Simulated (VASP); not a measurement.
A run of VASP 6.6.1:

The input INCAR:

```
SYSTEM = TiCo
ALGO     = Normal         ! electronic algorithm
EDIFF    = 1E-6           ! SCF threshold, eV
EDIFFG   = -0.04          ! ionic threshold
ENCUT    = 600            ! plane-wave cutoff, eV
GGA      = PE             ! functional
IBRION   = 2              ! ionic algorithm
ISIF     = 3              ! what is computed and relaxed
ISMEAR   = 0              ! smearing method
ISPIN    = 2              ! spin polarisation
LASPH    = .TRUE.         ! aspherical terms in the spheres
LCHARG   = .FALSE.        ! write CHGCAR
LMAXMIX  = 4              ! l up to which the mixer works
LORBIT   = 11             ! projections on sites
LREAL    = .FALSE.        ! projectors in reciprocal space
LWAVE    = .FALSE.        ! write WAVECAR
MAGMOM   = 0 3            ! initial moments
NELM     = 150            ! most SCF steps
NSW      = 90             ! ionic steps
PREC     = Accurate       ! precision mode
SIGMA    = 0.1            ! smearing width, eV
```

KPOINTS

```
k-points
0
G
  6 6 6
  0 0 0
```

File POSCAR:

```
TiCo
1.0
    3.4195032600      0.0000000000      0.0000000000
   -1.7097516300      2.9613767000      0.0000000000
    0.0000000000      0.0000000000      2.5782803900
Ti Co
1 1
Direct
    0.3333333300      0.6666666700      0.5000000000
    0.0000000000      0.0000000000      0.5000000000
```

Potentials or basis: VASP PAW PBE potentials, release 64 (Ti_sv, Co).

Launch:

```sh
$ cat potpaw_PBE.64/Ti_sv/POTCAR potpaw_PBE.64/Co/POTCAR > POTCAR
$ mpirun -np 1 vasp_std > vasp.out
```

Hardware: 1 thread of Intel(R) Xeon(R) Platinum 8488C (Sapphire Rapids), with other jobs on the host.

**Question.** Estimate the wall time of this run.

**Answer.** Wall time 2.5 min on 1 thread of Intel(R) Xeon(R) Platinum 8488C (Sapphire Rapids) (shared host), peak memory 0.18 GiB. Counts: scf iterations 107, k points 28, ion steps 8.
